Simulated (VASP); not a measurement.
Set up this calculation in VASP 6.6.1, as the native input.

```
Task                   : single point
Functional             : LDA
Potentials or basis    : VASP PAW LDA potentials, release 64 (Mg, O, H)
Cutoff                 : 520 eV
k mesh                 : 2 × 2 × 2
Occupations            : fermi-dirac, width 0.05 eV
Spin                   : collinear spin, ferromagnetic start
Starting moments       : [0.0, 0.0, 0.0, 0.0, 0.0, 0.0, 0.0, 0.0, 0.0, 0.0, 0.0, 0.0, 0.0, 0.0, 0.0, 0.0, 1.0] μB
Dipole correction      : no
Further INCAR settings : LREAL = Auto; ALGO = Normal; EDIFF = 1e-06; NBANDS = 50
```

The structure of Mg8HO8 (a cell with a defect) lies in POSCAR:

```
Mg8HO8
1.0
    0.0000000000      3.8760000000      3.8760000000
    3.8760000000      0.0000000000      3.8760000000
    3.8760000000      3.8760000000      0.0000000000
Mg O H
8 8 1
Direct
   -0.0013533284     -0.0009773229      0.0035139421
   -0.0011425617     -0.0007663465      0.4999111473
   -0.0022611612      0.5005964550      0.0012531930
   -0.0012263020      0.5024559861      0.4998265215
    0.5002058477     -0.0017949112      0.0012268556
    0.5015335548     -0.0006685526      0.5000097143
    0.5002278946      0.5005691889      0.0012342275
    0.5002329988      0.5005964682      0.4987732618
    0.2546022430      0.2550487545      0.2355316015
    0.2547512656      0.2552252510      0.7558946291
    0.2491664484      0.7501535985      0.2507779972
    0.2547340039      0.7344503011      0.7558572269
    0.7497162417      0.2495325729      0.2507976207
    0.7338539116      0.2552381501      0.7559196343
    0.7496929985      0.7501819560      0.2507949218
    0.7496911435      0.7501483040      0.7502434163
    0.1234216012      0.1249641469      0.6274397890
```

These files were run (other wordings do the same):

INCAR

```
SYSTEM = Mg8HO8
  PREC = Accurate
  ENCUT = 520
  EDIFF = 1E-6
  ISMEAR = -1
  SIGMA = 0.05
  LREAL = Auto
  LASPH = .True.
  NELM = 150
  ALGO = Normal
  ISIF = 2
  LWAVE = .False.
  LCHARG = .False.
  ISPIN = 2
  MAGMOM = 0 0 0 0 0 0 0 0 0 0 0 0 0 0 0 0 1
  LORBIT = 11
  GGA = CA
  NBANDS = 50
```

KPOINTS

```
regular mesh
0
Gamma
  2 2 2
  0 0 0
```

Potentials or basis: VASP PAW LDA potentials, release 64 (Mg, O, H).

Run with:

```bash
$ cat potpaw_LDA.64/Mg/POTCAR potpaw_LDA.64/O/POTCAR potpaw_LDA.64/H/POTCAR > POTCAR
$ mpirun -np 1 vasp_std > vasp.out
```

Results of the run:

* Pressure: 65.3 GPa
* Largest force: 0.091 eV/Å
* Net moment: 0.75 μB per cell
* Site moments: Mg +0.01, +0.00; O +0.07, +0.08, -0.00; H +0.23 μB
* Valence electrons inside the program's atomic spheres: Mg 0.64, 0.67; O 5.23, 5.25; H 0.65

Caveat: the k points lie up to 0.70 Å⁻¹ apart.

Run time: 2.2 min on 1 thread of Intel(R) Xeon(R) Platinum 8488C (Sapphire Rapids), on a shared host, peak memory 0.26 GiB.
